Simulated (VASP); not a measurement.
# Zr3CdC (Pm-3m) in VASP: further runs

Zr3CdC is run at these levels: PBE; tasks: single point, relaxation of cell and atoms.

Everything below comes from runs of VASP 6.6.1. Logs are shortened: lines on timing, memory, paths and dates and some standing lists are left out, and cuts for length are marked.

## Step 1: The cell of the first run

The structure is cubic, space group Pm-3m (No. 221). Conventional cell: a = 4.662 Å, b = 4.662 Å, c = 4.662 Å, α = 90.00°, β = 90.00°, γ = 90.00°. Zr (site symmetry 4/mmm) has 2 C at 2.33 Å within 3.1 Å. Cd (site symmetry m-3m) has 12 Zr at 3.30 Å and 8 C at 4.04 Å within 4.3 Å. Within 3.1 Å of C (site symmetry m-3m) lie 6 Zr at 2.33 Å.

## Step 2: Single point, PBE (20.26 Å³/atom)

INCAR

```
SYSTEM = Zr3CdC
  PREC = Accurate
  ENCUT = 520
  EDIFF = 1E-6
  ISMEAR = 0
  SIGMA = 0.1
  LREAL = .False.
  LASPH = .True.
  NELM = 60
  ALGO = Normal
  ISIF = 2
  LWAVE = .False.
  LCHARG = .True.
  GGA = PE
  LELF = .True.
  LVHAR = .True.
  NBANDS = 34
```

KPOINTS

```
Automatic mesh
0
Gamma
  8 8 8
  0 0 0
```

POSCAR

```
Zr3CdC
1.0
    4.6617760490      0.0000000000      0.0000000000
    0.0000000000      4.6617760490      0.0000000000
    0.0000000000      0.0000000000      4.6617760490
Zr Cd C
3 1 1
Direct
    0.0000000000      0.5000000000      0.5000000000
    0.5000000000      0.0000000000      0.5000000000
    0.5000000000      0.5000000000      0.0000000000
    0.0000000000      0.0000000000      0.0000000000
    0.5000000000      0.5000000000      0.5000000000
```

Potentials or basis: VASP PAW PBE potentials, release 64 (Zr_sv, Cd, C).

Launch:

```sh
$ cat potpaw_PBE.64/Zr_sv/POTCAR potpaw_PBE.64/Cd/POTCAR potpaw_PBE.64/C/POTCAR > POTCAR
$ mpirun -np 1 vasp_std > vasp.out
```

OUTCAR:

```text
SYSTEM = Zr3CdC
   PREC = Accurate
   ENCUT = 520
   EDIFF = 1E-6
   ISMEAR = 0
   LREAL = .False.
   LASPH = .True.
   NELM = 60
   ISIF = 2
   GGA = PE

 ion  position               nearest neighbor table
   1  0.000  0.500  0.500-   5 2.33   5 2.33   4 3.30   2 3.30   3 3.30   4 3.30   2 3.30   4 3.30
                             4 3.30   2 3.30   3 3.30   3 3.30   3 3.30   2 3.30
   2  0.500  0.000  0.500-   5 2.33   5 2.33   4 3.30   1 3.30   3 3.30   4 3.30   1 3.30   3 3.30
                             3 3.30   3 3.30   1 3.30   4 3.30   4 3.30   1 3.30
   3  0.500  0.500  0.000-   5 2.33   5 2.33   4 3.30   1 3.30   1 3.30   2 3.30   2 3.30   2 3.30
                             4 3.30   2 3.30   1 3.30   4 3.30   1 3.30   4 3.30
   4  0.000  0.000  0.000-   1 3.30   2 3.30   3 3.30   1 3.30   2 3.30   1 3.30   3 3.30   1 3.30
                             2 3.30   3 3.30   2 3.30   3 3.30
   5  0.500  0.500  0.500-   1 2.33   2 2.33   3 2.33   3 2.33   2 2.33   1 2.33

  LATTYP: Found a simple cubic cell.
 ALAT       =     4.6617760490

  Lattice vectors:

 A1 = (   4.6617760490,   0.0000000000,   0.0000000000)
 A2 = (   0.0000000000,   4.6617760490,   0.0000000000)
 A3 = (   0.0000000000,   0.0000000000,   4.6617760490)

Analysis of symmetry for initial positions (statically):
=====================================================================
 Subroutine PRICEL returns:
 Original cell was already a primitive cell.

 Routine SETGRP: Setting up the symmetry group for a
 simple cubic supercell.

 Subroutine GETGRP returns: Found 48 space group operations
 (whereof 48 operations were pure point group operations)
 out of a pool of 48 trial point group operations.

The static configuration has the point symmetry O_h .

Analysis of symmetry for dynamics (positions and initial velocities):
=====================================================================
 Subroutine PRICEL returns:
 Original cell was already a primitive cell.

 Routine SETGRP: Setting up the symmetry group for a
 simple cubic supercell.

 Subroutine GETGRP returns: Found 48 space group operations
 (whereof 48 operations were pure point group operations)
 out of a pool of 48 trial point group operations.

The dynamic configuration has the point symmetry O_h .

 Subroutine INISYM returns: Found 48 space group operations
 (whereof 48 operations are pure point group operations),
 and found     1 'primitive' translations

----------------------------------------------------------------------------------------

                                     Primitive cell

  volume of cell :     101.3104

  direct lattice vectors                    reciprocal lattice vectors
     4.661776049  0.000000000  0.000000000     0.214510519  0.000000000  0.000000000
     0.000000000  4.661776049  0.000000000     0.000000000  0.214510519  0.000000000
     0.000000000  0.000000000  4.661776049     0.000000000  0.000000000  0.214510519

  length of vectors
     4.661776049  4.661776049  4.661776049     0.214510519  0.214510519  0.214510519

  position of ions in fractional coordinates (direct lattice)
     0.000000000  0.500000000  0.500000000
     0.500000000  0.000000000  0.500000000
     0.500000000  0.500000000  0.000000000
     0.000000000  0.000000000  0.000000000
     0.500000000  0.500000000  0.500000000

  ion indices of the primitive-cell ions
   primitive index   ion index
                 1           1
                 2           2
                 3           3
                 4           4
                 5           5

----------------------------------------------------------------------------------------

 KPOINTS: Automatic mesh

Automatic generation of k-mesh.
 Grid dimensions read from file:
 generate k-points for:    8    8    8

 Generating k-lattice:

  Cartesian coordinates                     Fractional coordinates (reciprocal lattice)
     0.026813815  0.000000000  0.000000000     0.125000000  0.000000000  0.000000000
     0.000000000  0.026813815  0.000000000     0.000000000  0.125000000  0.000000000
     0.000000000  0.000000000  0.026813815     0.000000000  0.000000000  0.125000000

  Length of vectors
     0.026813815  0.026813815  0.026813815

  Shift w.r.t. Gamma in fractional coordinates (k-lattice)
     0.000000000  0.000000000  0.000000000

 Subroutine IBZKPT returns following result:
 ===========================================

 Found     35 irreducible k-points:

 Following reciprocal coordinates:
            Coordinates               Weight
  0.000000  0.000000  0.000000      1.000000
  0.125000  0.000000  0.000000      6.000000
  0.250000  0.000000  0.000000      6.000000
  0.375000  0.000000  0.000000      6.000000
  0.500000  0.000000  0.000000      3.000000
  0.125000  0.125000  0.000000     12.000000
[... 16 lines left out ...]
  0.375000  0.375000  0.125000     24.000000
  0.500000  0.375000  0.125000     24.000000
 [... further k-points ...]
   k-points           NKPTS =     35   k-points in BZ     NKDIM =     35   number of bands    NBANDS=     34
   number of dos      NEDOS =    301   number of ions     NIONS =      5
   total plane-waves  NPLWV =  46656
   dimension x,y,z NGX =    36 NGY =   36 NGZ =   36
   dimension x,y,z NGXF=    72 NGYF=   72 NGZF=   72
   ions per type =               3   1   1
   NGX,Y,Z   is equivalent  to a cutoff of  12.84, 12.84, 12.84 a.u.
   NGXF,Y,Z  is equivalent  to a cutoff of  25.68, 25.68, 25.68 a.u.
 SYSTEM =  Zr3CdC
   PREC   = accura    normal or accurate (medium, high low for compatibility)
   ISTART =      0    job   : 0-new  1-cont  2-samecut
   ICHARG =      2    charge: 1-file 2-atom 10-const
   ISPIN  =      1    spin polarized calculation?
   LNONCOLLINEAR =      F non collinear calculations
   LSORBIT =      F    spin-orbit coupling
   LASPH  =      T    aspherical Exc in radial PAW
   ENCUT  =  520.0 eV  38.22 Ry    6.18 a.u.   8.67  8.67  8.67*2*pi/ulx,y,z
   NELM   =     60;   NELMIN=  2; NELMDL= -5     # of ELM steps
   EDIFF  = 0.1E-05   stopping-criterion for ELM
   LREAL  =      F    real-space projection
   EDIFFG = 0.1E-04   stopping-criterion for IOM
   NSW    =      0    number of steps for IOM
   IBRION =     -1    ionic relax: 0-MD 1-quasi-New 2-CG
   NFREE  =      0    steps in history (QN), initial steepest desc. (CG)
   ISIF   =      2    stress and relaxation
   ISYM   =      2    0-nonsym 1-usesym 2-fastsym
   POTIM  = 0.5000    time-step for ionic-motion
   TEBEG  =    0.0;   TEEND  =   0.0 temperature during run
   PSTRESS=    0.0 pullay stress
   NELECT =      52.0000    total number of electrons
   NUPDOWN=      -1.0000    fix difference up-down
   EMIN   =  10.00;   EMAX   =-10.00  energy-range for DOS
   EFERMI =   0.00;   METHOD = LEGACY
   ISMEAR =     0;   SIGMA  =   0.10  broadening in eV -4-tet -1-fermi 0-gaus
   EFERMI_NEDOS =   21; number of points for ismear=-14 and -15
   IALGO  =     38    algorithm
   IMIX   =      4    mixing-type and parameters
     AMIX     =   0.40;   BMIX     =  1.00
     AMIX_MAG =   1.60;   BMIX_MAG =  1.00
  volume/ion in A,a.u.               =      20.26       136.74
  Fermi-wavevector in a.u.,A,eV,Ry     =   1.310764  2.476985 23.376204  1.718103
  Thomas-Fermi vector in A             =   2.441272
   LORBIT       =      0    0 simple, 1 ext, 2 COOP (PROOUT), +10 PAW based schemes
   GGA     = PE    functional components
   LHFCALC =     F    Hartree Fock is set to
   AEXX    =    0.0000 exact exchange contribution
   IVDW    =     0    specifies the selected vdW correction
   LEPSILON=     F    determine dielectric tensor
   LRPA    =     F    only Hartree local field effects (RPA)
 non-spin polarized calculation
 Gauss-broadening in eV      SIGMA  =   0.10
  energy-cutoff  :      520.00
  volume of cell :      101.31
 maximum number of plane-waves:      2800
 NGX is ok and might be reduce to    36
   NGX = 17   NGY = 17   NGZ = 17

 number of electron      52.0000001 magnetization

 Free energy of the ion-electron system (eV)
  ---------------------------------------------------
  ext. energy  EPLUGINS =         0.00000000
  ---------------------------------------------------
  free energy    TOTEN  =       -37.70057054 eV

  energy without entropy =      -37.68719473  energy(sigma->0) =      -37.69388263

 E-fermi :   7.0050     XC(G=0): -11.0014

 val. band max:        6.9368879618   @ k =   0.5000   0.2500   0.1250
 cond. band min:       7.0295038345   @ k =   0.3750   0.2500   0.1250
 fundamental gap:      0.0926158727
 Fermi energy:         7.0049661136

 k-point     1 :       0.0000    0.0000    0.0000
  band No.  band energies     occupation
      1     -42.0258      2.00000
      2     -41.9235      2.00000
      3     -41.9235      2.00000
      4     -20.2653      2.00000
      5     -20.2653      2.00000
      6     -20.2653      2.00000
[... 26 lines left out ...]
     33       9.7200      0.00000
     34      10.1709      0.00000

 k-point     2 :       0.1250    0.0000    0.0000
  band No.  band energies     occupation
      1     -42.0224      2.00000
      2     -41.9269      2.00000
      3     -41.9235      2.00000
      4     -20.2544      2.00000
      5     -20.2544      2.00000
      6     -20.2493      2.00000
[... 26 lines left out ...]
     33      10.2865      0.00000
     34      10.2865      0.00000

 k-point     3 :       0.2500    0.0000    0.0000
  band No.  band energies     occupation
      1     -42.0128      2.00000
      2     -41.9365      2.00000
      3     -41.9234      2.00000
      4     -20.2250      2.00000
      5     -20.2250      2.00000
      6     -20.2034      2.00000
[... 26 lines left out ...]
     33      10.6180      0.00000
     34      10.8254      0.00000

 k-point     4 :       0.3750    0.0000    0.0000
  band No.  band energies     occupation
      1     -41.9998      2.00000
      2     -41.9495      2.00000
      3     -41.9233      2.00000
      4     -20.1883      2.00000
      5     -20.1883      2.00000
      6     -20.1350      2.00000
[... 26 lines left out ...]
     33      10.3074      0.00000
     34      10.6804      0.00000

 k-point     5 :       0.5000    0.0000    0.0000
  band No.  band energies     occupation
      1     -41.9917      2.00000
      2     -41.9576      2.00000
      3     -41.9233      2.00000
      4     -20.1690      2.00000
      5     -20.1690      2.00000
      6     -20.0828      2.00000
[... 621 lines left out ...]
 k-point    22 :       0.5000    0.2500    0.1250
  band No.  band energies     occupation
      1     -41.9797      2.00000
      2     -41.9574      2.00000
      3     -41.9350      2.00000
      4     -20.2564      2.00000
      5     -20.1861      2.00000
      6     -20.1106      2.00000
[... 26 lines left out ...]
     33       9.7117      0.00000
     34      10.5152      0.00000

 k-point    23 :       0.3750    0.3750    0.1250
  band No.  band energies     occupation
      1     -41.9771      2.00000
      2     -41.9524      2.00000
      3     -41.9426      2.00000
      4     -20.2857      2.00000
      5     -20.2047      2.00000
      6     -20.1094      2.00000
[... 26 lines left out ...]
     33       9.7523      0.00000
     34      10.5086      0.00000

 k-point    24 :       0.5000    0.3750    0.1250
  band No.  band energies     occupation
      1     -41.9694      2.00000
      2     -41.9573      2.00000
      3     -41.9452      2.00000
      4     -20.2833      2.00000
      5     -20.2285      2.00000
      6     -20.1121      2.00000
[... 26 lines left out ...]
     33       9.8305      0.00000
     34      10.2828      0.00000

 [... further k-points ...]

------------------------ aborting loop because EDIFF is reached ----------------------------------------

  FORCE on cell =-STRESS in cart. coord.  units (eV):
  Direction    XX          YY          ZZ          XY          YZ          ZX
  --------------------------------------------------------------------------------------
  -------------------------------------------------------------------------------------
  Total       -4.1877966     -4.1877966     -4.1877966     -0.0000000     -0.0000000      0.0000000
  in kB      -66.2280465    -66.2280465    -66.2280465     -0.0000000     -0.0000000      0.0000000
  external PRESSURE =     -66.2280465 kB  Pullay stress =       0.0000000 kB

 VOLUME and BASIS-vectors are now :
 -----------------------------------------------------------------------------
  energy-cutoff  :      520.00
  volume of cell :      101.31
      direct lattice vectors                 reciprocal lattice vectors
     4.661776049  0.000000000  0.000000000     0.214510519  0.000000000  0.000000000
     0.000000000  4.661776049  0.000000000     0.000000000  0.214510519  0.000000000
     0.000000000  0.000000000  4.661776049     0.000000000  0.000000000  0.214510519

 POSITION                                       TOTAL-FORCE (eV/Angst)
 -----------------------------------------------------------------------------------
      0.00000      2.33089      2.33089         0.000000      0.000000      0.000000
      2.33089      0.00000      2.33089         0.000000      0.000000      0.000000
      2.33089      2.33089      0.00000         0.000000      0.000000      0.000000
      0.00000      0.00000      0.00000         0.000000      0.000000      0.000000
      2.33089      2.33089      2.33089         0.000000      0.000000      0.000000
 -----------------------------------------------------------------------------------
    total drift:                                0.000000      0.000000      0.000000

  FREE ENERGIE OF THE ION-ELECTRON SYSTEM (eV)
  ---------------------------------------------------
  free  energy   TOTEN  =       -37.7005705389 eV

  energy  without entropy=      -37.6871947305  energy(sigma->0) =      -37.69388263
```

It took 59 s on 1 thread of Intel Xeon 6975P-C (Granite Rapids), shared host; peak memory 0.26 GiB.

Results:

| Property | Result |
| --- | --- |
| Free energy | -37.7006 eV |
| Pressure | -6.6 GPa |
| Band gap on the k mesh | zero (bands 26 and 27 overlap by 1.80 eV) |

Caveat: the cell stands under tension.

[end of part 1 of 2]

The gap in the log of VASP goes by the Fermi energy; the results here count the filled bands.